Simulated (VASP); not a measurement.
Runs of VASP 6.6.1 on Se. The structure is that of space group Fm-3m (No. 225), or close to it. The cells are those of the table. This isn't the form of Se at room conditions, which is trigonal, of chains.

| task | level | spin | cell | k mesh | cutoff (eV) | grid for exact exchange (PRECFOCK) | share of exact exchange | gap on the mesh (eV) | pressure (GPa) |
| --- | --- | --- | --- | --- | --- | --- | --- | --- | --- |
| single point | r2SCAN | off | a = 2.985 Å, angles 60.0°, 1 atom | 14 × 14 × 14 | 520 | - | - | none | 6.7 |
| single point | r2SCAN | off | a = 3.069 Å, angles 60.0°, 1 atom | 6 × 6 × 6 | 550 | - | - | none | -0.1 |
| single point | r2SCAN | off | a = 3.069 Å, angles 60.0°, 1 atom | 14 × 14 × 14 | 520 | - | - | none | (a) |
| single point | r2SCAN | off | a = 3.069 Å, angles 60.0°, 1 atom | 20 × 20 × 20 | 520 | - | - | none | -0.3 |
| single point | r2SCAN0 | off | a = 3.069 Å, angles 60.0°, 1 atom | 6 × 6 × 6 | 440 | Normal | 0.25 | none | -4.5 |
| single point | r2SCAN | off | a = 3.110 Å, angles 60.0°, 1 atom | 14 × 14 × 14 | 520 | - | - | none | (b) |
| single point | r2SCAN | off | a = 3.069 Å, angles 60.0°, 1 atom | 12 × 12 × 12 | 520 | - | - | none | -0.1 |
| relaxation of cell and atoms | r2SCAN | off | relaxed from a = 3.136 Å, angles 60.0°, 1 atom | 12 × 12 × 12 | 600 | - | - | none | 0.0 |
| single point | r2SCAN | off | a = 3.187 Å, angles 60.0°, 1 atom | 14 × 14 × 14 | 520 | - | - | none | -6.2 |
| single point | r2SCAN | off | a = 3.149 Å, angles 60.0°, 1 atom | 14 × 14 × 14 | 520 | - | - | none | -4.7 |
| single point | r2SCAN | off | a = 3.028 Å, angles 60.0°, 1 atom | 14 × 14 × 14 | 520 | - | - | none | 2.9 |
| single point | r2SCAN | non-collinear, zero start, SOC | a = 3.069 Å, angles 60.0°, 1 atom | 12 × 12 × 12 | 520 | - | - | - | 0.0 |

Alike in all rows: potentials or basis VASP PAW PBE potentials, release 64 (Se); smearing fermi-dirac 0.1 eV.

Task: Fill in the values left out.

Result: (a) -0.2; (b) -2.7.

Caveats: some runs use coarse meshes; the PAW data sets were made with another functional, which shifts forces and pressure a little; the cell stands under tension (at least some runs); the cell stands under pressure (at least some runs).

A k mesh can miss the band edges, and rows without SOC leave out spin-orbit coupling on Se.

A gap of «none» marks levels without a gap at the run's occupations.
